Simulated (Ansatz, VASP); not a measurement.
**Two plane-wave programs on Re**

```
Re
1.0
     2.77489    0.00000    0.00000
    -1.38744    2.40312    0.00000
     0.00000    0.00000    4.48413
Re
2
Direct
  0.33333 0.66667 0.25000
  0.66667 0.33333 0.75000
```

Alike in both runs: task relaxation of cell and atoms; functional PBE; k mesh 18 × 18 × 10; occupations fermi-dirac, width 0.15 eV; no spin polarisation.

|  | VASP | Ansatz |
| --- | --- | --- |
| version | VASP 6.6.1 | Ansatz 0.2.0 |
| potentials or method | VASP PAW PBE potentials, release 64 (Re), cutoff 600 eV | scalar-relativistic, plane waves, PAW |
| valence electrons in the cell | 14 | 30 |

VASP gave:

| Item | Value |
| --- | --- |
| gap on the k mesh at the Fermi level, each at its own relaxed structure (eV) | none |
| relaxed volume (Å³/atom) | 14.95 |
| relaxed length of the cell vector where the two differ most in proportion (Å) | 4.475 |

Question: Estimate Ansatz's values.

Answer: gap on the k mesh at the Fermi level, each at its own relaxed structure (eV): none; relaxed volume (Å³/atom): 14.97; relaxed length of the cell vector where the two differ most in proportion (Å): 4.478.

A gap of «none» marks a metal or a gap that the smearing closes. VASP's potentials hold 14 valence electrons a cell and Ansatz's 30, so a difference there can come from the potentials and not from the codes.

Neither program's run includes spin-orbit coupling.
